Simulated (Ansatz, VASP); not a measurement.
## One calculation of Nb, two programs

```
Nb
1.0
     0.00000    2.11500    2.13615
     2.11500    0.00000    2.13615
     2.11500    2.11500    0.00000
Nb
1
Direct
  0.00000 0.00000 0.00000
```

Change from the starting cell: strain +0.0100 x Voigt [0, 0, 1, 0, 0, 0], atoms carried along.

Alike in both runs: task single point; functional PBEsol; k mesh 20 × 20 × 20; occupations gaussian, width 0.15 eV; no spin polarisation.

|  | VASP | Ansatz |
| --- | --- | --- |
| version | VASP 6.6.1 | Ansatz 0.2.0 |
| potentials or method | VASP PAW PBE potentials, release 64 (Nb_sv), cutoff 520 eV | scalar-relativistic, plane waves, PAW |
| valence electrons in the cell | 13 | 13 |

VASP gave:

| Property | Result |
| --- | --- |
| gap on the k mesh at the Fermi level (eV) | none |
| pressure (GPa) | -8.7 |
| traceless stress, the component that is largest in VASP (GPa) | 1.71 |

**Question.** Which values does Ansatz return?

**Answer.** gap on the k mesh at the Fermi level (eV): none; pressure (GPa): -8.4; traceless stress, the component that is largest in VASP (GPa): 1.72.

VASP's potentials were made for PBE, not for PBEsol. A gap of «none» marks a metal or a gap that the smearing closes.
